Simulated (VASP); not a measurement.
Runs of VASP 6.6.1 on Ir3Rh2. The structure is that of space group P6_3/mmc (No. 194), or close to it. The cells are those of the table. 

| task | spin | cell | cutoff (eV) | gap on the mesh (eV) | pressure (GPa) | largest force (eV/Å) |
| --- | --- | --- | --- | --- | --- | --- |
| single point | off | a = 2.758, b = 2.758, c = 21.902 Å, angles 90.0, 90.0, 120.0°, 10 atoms | 520 | none | 0.2 | 0.01 |
| relaxation of cell and atoms | off | relaxed from a = 2.710, b = 2.710, c = 21.936 Å, angles 90.0, 90.0, 120.0°, 10 atoms | 600 | none | 0.3 | 0.02 |
| single point | collinear, ferromagnetic start | a = 2.758, b = 2.758, c = 21.902 Å, angles 90.0, 90.0, 120.0°, 10 atoms | 520 | none | 0.2 | 0.01 |
| single point | off | a = 2.710, b = 2.710, c = 21.936 Å, angles 90.0, 90.0, 120.0°, 10 atoms | 520 | none | 11.2 | (a) |

Alike in all rows: level PBE; potentials or basis VASP PAW PBE potentials, release 64 (Ir, Rh_pv); k mesh 6 × 6 × 1; smearing gaussian 0.1 eV.

**Question.** Estimate the missing entries.

**Answer.** (a) 0.15.

Caveats: all runs use coarse meshes; spin-orbit coupling is left out, which moves the levels of the heavy elements.

A k mesh can miss the band edges, and the runs leave out spin-orbit coupling on Ir, Rh.

A gap of «none» marks levels without a gap at the run's occupations.
